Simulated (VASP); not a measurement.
Here is a VASP 6.6.1 calculation.

The input POSCAR:

```
HfO2
1.0
    0.0000000000      2.4776964245      2.4776964245
    2.4776964245      0.0000000000      2.4776964245
    2.4776964245      2.4776964245      0.0000000000
Hf O
1 2
Direct
    0.0000000000      0.0000000000      0.0000000000
    0.2500000000      0.2500000000      0.2500000000
    0.7500000000      0.7500000000      0.7500000000
```

The input INCAR.step1:

```
PREC = Accurate
ENCUT = 520
ISMEAR = -1
SIGMA = 0.1
LREAL = False
LASPH = True
NELM = 80
NBANDS = 18
GGA = PE
ALGO = Normal
EDIFF = 1E-4
LWAVE = True
LCHARG = False
```

File INCAR.step2:

```
PREC = Accurate
ENCUT = 520
EDIFF = 1E-6
ISMEAR = -1
SIGMA = 0.1
LREAL = False
LASPH = True
NELM = 80
ALGO = Normal
ISIF = 2
LWAVE = False
LCHARG = True
METAGGA = R2SCAN
LMIXTAU = True
LELF = True
LVHAR = True
NBANDS = 18
ISTART = 1
```

File KPOINTS:

```
Automatic mesh
0
Gamma
  11 11 11
```

Potentials or basis: VASP PAW PBE potentials, release 64 (Hf_pv, O).

Command:

```sh
$ cat potpaw_PBE.64/Hf_pv/POTCAR potpaw_PBE.64/O/POTCAR > POTCAR
$ cp INCAR.step1 INCAR
$ mpirun -np 1 vasp_std > vasp.out
$ cp INCAR.step2 INCAR
$ mpirun -np 1 vasp_std > vasp.out
```

Predict the band gap on the k mesh.

4.58 eV, indirect (least direct gap 4.66 eV).

Predict the pressure.

14.5 GPa.

Caveat: the PAW data sets were made with another functional, which shifts forces and pressure a little; spin-orbit coupling is left out, which moves the levels of the heavy elements. A k mesh can miss the band edges.
